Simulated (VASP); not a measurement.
# HfN (Imm2) in VASP: a series of runs, part 2 of 2

VASP 6.6.1.

### 5 Single point, PBEsol (all Hf atoms moved +0.025 Å, as atom 1 along Cartesian [0 0 1])

File INCAR:

```
PREC = Accurate
ENCUT = 520
EDIFF = 1E-7
ISMEAR = 0
SIGMA = 0.15
LREAL = F
LASPH = T
NELM = 80
ALGO = Normal
ISIF = 2
LWAVE = F
LCHARG = F
GGA = PS
NBANDS = 14
```

File KPOINTS:

```
regular mesh
0
Gamma
  16 16 16
```

File POSCAR:

```
HfN
1.0
    0.0000000000      2.4548220000      2.4548220000
    2.4548220000      0.0000000000      2.4548220000
    2.4548220000      2.4548220000      0.0000000000
Hf N
1 1
Direct
    0.0050920189      0.0050920189     -0.0050920189
    0.7500000000      0.7500000000      0.7500000000
```

Potentials or basis: VASP PAW PBE potentials, release 64 (Hf_pv, N).

Command:

```sh
$ cat potpaw_PBE.64/Hf_pv/POTCAR potpaw_PBE.64/N/POTCAR > POTCAR
$ mpirun -np 1 vasp_std > vasp.out
```

OUTCAR:

```text
PREC = Accurate
   ENCUT = 520
   EDIFF = 1E-7
   ISMEAR = 0
   LREAL = F
   LASPH = T
   NELM = 80
   ISIF = 2
   GGA = PS

 ion  position               nearest neighbor table
   1  0.005  0.005  0.995-   2 2.11   2 2.11   2 2.14   2 2.14
   2  0.750  0.750  0.750-   1 2.11   1 2.11   1 2.14   1 2.14

  LATTYP: Found a face centered cubic cell.
 ALAT       =     4.9096440000

  Lattice vectors:

 A1 = (   0.0000000000,   2.4548220000,   2.4548220000)
[... 595 lines left out ...]
------------------------ aborting loop because EDIFF is reached ----------------------------------------

  FORCE on cell =-STRESS in cart. coord.  units (eV):
  Direction    XX          YY          ZZ          XY          YZ          ZX
  --------------------------------------------------------------------------------------
  -------------------------------------------------------------------------------------
  Total       -1.0776512     -1.0776512     -1.0849653     -0.2382764      0.0000000      0.0000000
  in kB      -58.3577812    -58.3577812    -58.7538619    -12.9033262      0.0000000      0.0000000
  external PRESSURE =     -58.4898081 kB  Pullay stress =       0.0000000 kB

 VOLUME and BASIS-vectors are now :
 -----------------------------------------------------------------------------
  energy-cutoff  :      520.00
  volume of cell :       29.59
      direct lattice vectors                 reciprocal lattice vectors
     0.000000000  2.454822000  2.454822000    -0.203680756  0.203680756  0.203680756
     2.454822000  0.000000000  2.454822000     0.203680756 -0.203680756  0.203680756
     2.454822000  2.454822000  0.000000000     0.203680756  0.203680756 -0.203680756

 POSITION                                       TOTAL-FORCE (eV/Angst)
 -----------------------------------------------------------------------------------
      2.45482      2.45482      0.02500         0.000000      0.000000     -0.289143
      3.68223      3.68223      3.68223        -0.000000     -0.000000      0.289143
 -----------------------------------------------------------------------------------
    total drift:                                0.000000      0.000000     -0.000111

  FREE ENERGIE OF THE ION-ELECTRON SYSTEM (eV)
  ---------------------------------------------------
  free  energy   TOTEN  =       -22.2523510659 eV

  energy  without entropy=      -22.2449266207  energy(sigma->0) =      -22.24863884
```

stdout:

```text
POSCAR found type information on POSCAR HfN
 POSCAR found :  2 types and       2 ions
 scaLAPACK will be used
 -----------------------------------------------------------------------------
|                                                                             |
|                                                                             |
|     You enforced a specific xc type in the INCAR file but a different       |
|     I HOPE YOU KNOW WHAT YOU ARE DOING!                                     |
|                                                                             |
 -----------------------------------------------------------------------------

 LDA part: xc-table for (Slater+PW92), standard interpolation
 POSCAR, INCAR and KPOINTS ok, starting setup
 FFT: planning ... GRIDC
 FFT: planning ... GRID_SOFT
 FFT: planning ... GRID
 WAVECAR not read
 entering main loop
```

Wall time 6.4 min (1 thread of Intel Xeon 8259CL, shared host); peak memory 0.39 GiB.

Results:

- Free energy: -22.2524 eV
- Pressure: -5.8 GPa
- Largest force: 0.289 eV/Å
- Band gap on the k mesh: zero (an odd number of electrons rules out a gap without spin polarisation)

Forces in eV/Å, atoms in the order of the input:
```
Hf   0.000  0.000 -0.289
N    0.000  0.000  0.289
```

Levels at points of the mesh, in eV from the Fermi level:
```
           k point  band 3  band 4  band 5  band 6  band 7  band 8  band 9  band 10  band 11  band 12
(0.00, 0.00, 0.00)  -31.05  -16.10   -5.49   -5.45   -5.41   -0.73    2.20     2.20     6.43     6.60
(0.50, 0.00, 0.00)  -31.12  -14.97   -5.72   -4.85   -4.80    1.46    2.61     2.78     4.17     5.15
(0.00, 0.00, 0.50)  -31.12  -15.02   -5.73   -4.93   -4.88    1.63    2.63     2.79     4.18     5.34
(0.50, 0.50, 0.00)  -31.21  -14.62   -6.92   -3.63   -3.57   -1.14    2.15     4.01     4.61     4.69
(0.00, 0.50, 0.50)  -31.22  -14.62   -6.92   -3.60   -3.60   -1.14    2.14     4.00     4.65     4.65
```

Caveat: the cell differs from its parent crystal (all Hf atoms moved +0.025 Å, as atom 1 along Cartesian [0 0 1]); the cell stands under tension; the PAW data sets were made with another functional, which shifts forces and pressure a little; spin-orbit coupling is left out, which moves the levels of the heavy elements.

### 6 Single point, PBEsol (all Hf atoms moved +0.087 Å, as atom 1 along Cartesian [0 0 1])

File INCAR:

```
  PREC = Accurate
  ENCUT = 520
  EDIFF = 1E-6
  ISMEAR = 0
  SIGMA = 0.15
  LREAL = F
  LASPH = T
  NELM = 60
  ALGO = Normal
  ISIF = 2
  LWAVE = F
  LCHARG = F
  GGA = PS
  NBANDS = 14
```

File KPOINTS:

```
Automatic mesh
0
Gamma
  16 16 16
```

POSCAR, as its differences from that of step 5:

```diff
@@ -8,3 +8,3 @@
 Direct
-    0.0050920189      0.0050920189     -0.0050920189
+    0.0178220661      0.0178220661     -0.0178220661
     0.7500000000      0.7500000000      0.7500000000
```

Potentials or basis: VASP PAW PBE potentials, release 64 (Hf_pv, N).

Command:

```sh
$ cat potpaw_PBE.64/Hf_pv/POTCAR potpaw_PBE.64/N/POTCAR > POTCAR
$ mpirun -np 1 vasp_std > vasp.out
```

Run time: 5.9 min. Hardware: 1 thread of Intel Xeon 8259CL, shared host; peak memory 0.38 GiB.

It converged, with:

```
Free energy            : -22.2121 eV
Pressure               : -5.1 GPa
Largest force          : 1.005 eV/Å
Band gap on the k mesh : zero (an odd number of electrons rules out a gap without spin polarisation)
```

Forces in eV/Å, atoms in the order of the input:
```
Hf   0.000  0.000 -1.005
N    0.000  0.000  1.005
```

Stress tensor (GPa, compression positive):
```
-4.98 -4.60  0.00
-4.60 -4.98  0.00
 0.00  0.00 -5.40
```

Levels at points of the mesh, in eV from the Fermi level:
| k point | band 4 | band 5 | band 6 | band 7 | band 8 | band 9 | band 10 | band 11 |
| --- | --- | --- | --- | --- | --- | --- | --- | --- |
| (0.00, 0.00, 0.00) | -16.10 | -5.56 | -5.46 | -5.30 | -0.74 | 2.19 | 2.21 | 6.04 |
| (0.50, 0.00, 0.00) | -14.90 | -5.72 | -4.82 | -4.63 | 1.25 | 2.35 | 2.98 | 4.13 |
| (0.00, 0.00, 0.50) | -15.07 | -5.72 | -5.06 | -4.90 | 1.83 | 2.46 | 2.98 | 4.16 |
| (0.50, 0.50, 0.00) | -14.64 | -6.91 | -3.69 | -3.49 | -1.18 | 2.23 | 4.00 | 4.52 |
| (0.00, 0.50, 0.50) | -14.60 | -6.92 | -3.62 | -3.59 | -1.11 | 2.16 | 4.00 | 4.63 |

Caveat: the cell differs from its parent crystal (all Hf atoms moved +0.087 Å, as atom 1 along Cartesian [0 0 1]); the cell stands under tension; the PAW data sets were made with another functional, which shifts forces and pressure a little; spin-orbit coupling is left out, which moves the levels of the heavy elements.

### 7 The runs side by side

```tsv
cell	gap on the mesh (eV)	pressure (GPa)	largest force (eV/Å)
as given, atomic positions A	none	-4.9	1.15
as given, atomic positions B	none	-5.3	0.86
as given, atomic positions C	none	-5.7	0.57
as given, atomic positions D	none	-5.8	0.29
as given, atomic positions E	none	-5.1	1.00
```

Alike in all rows: task single point; level PBEsol; potentials or basis VASP PAW PBE potentials, release 64 (Hf_pv, N); no spin polarisation; k mesh 16 × 16 × 16; cutoff (eV) 520; smearing gaussian 0.15 eV.

Caveats: the cell stands under tension; the PAW data sets were made with another functional, which shifts forces and pressure a little; spin-orbit coupling is left out, which moves the levels of the heavy elements.

Total energies depend on the potentials used, so only differences within one code and one set of settings carry meaning.
